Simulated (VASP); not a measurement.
A run of VASP 6.6.1:

POSCAR

```
Ca2SeO
1.0
    3.8828618447      0.0000000000      0.0000000000
    0.0000000000      3.8828618447      0.0000000000
    0.0000000000      0.0000000000      5.4944501843
O Ca Se
1 2 1
Direct
    0.0000000000      0.0000000000      0.0000000000
    0.0000000000      0.0000000000      0.5000000000
    0.5000000000      0.5000000000      0.0000000000
    0.5000000000      0.5000000000      0.5000000000
```

File INCAR.step1:

```
  PREC = Accurate
  ENCUT = 520
  EDIFF = 1E-5
  ISMEAR = 0
  SIGMA = 0.01
  LREAL = False
  LASPH = True
  NELM = 100
  ALGO = Normal
  ISIF = 2
  LWAVE = True
  LCHARG = False
  GGA = PE
  NBANDS = 24
```

Contents of INCAR.step2:

```
  PREC = Accurate
  ENCUT = 520
  EDIFF = 1E-6
  ISMEAR = 0
  SIGMA = 0.01
  LREAL = False
  LASPH = True
  NELM = 100
  ALGO = Normal
  ISIF = 2
  LWAVE = False
  LCHARG = False
  GGA = PE
  LHFCALC = True
  AEXX = 0.4
  HFSCREEN = 0.1
  PRECFOCK = Normal
  ISTART = 1
  NBANDS = 24
```

KPOINTS

```
Automatic mesh
0
Gamma
  4 4 2
```

Potentials or basis: VASP PAW PBE potentials, release 64 (O, Ca_sv, Se).

The run is started by

```bash
$ cat potpaw_PBE.64/O/POTCAR potpaw_PBE.64/Ca_sv/POTCAR potpaw_PBE.64/Se/POTCAR > POTCAR
$ cp INCAR.step1 INCAR
$ mpirun -np 1 vasp_std > vasp.out
$ cp INCAR.step2 INCAR
$ mpirun -np 1 vasp_std > vasp.out
```

Hardware: 1 thread of Intel(R) Xeon(R) Platinum 8259CL CPU @ 2.50GHz (Skylake/Cascade Lake), on a shared host.

Question: Estimate the wall time of this run.

Answer: It took 25 min on 1 thread of Intel(R) Xeon(R) Platinum 8259CL CPU @ 2.50GHz (Skylake/Cascade Lake), on a shared host, peak memory 0.33 GiB. Counts: k points 12.
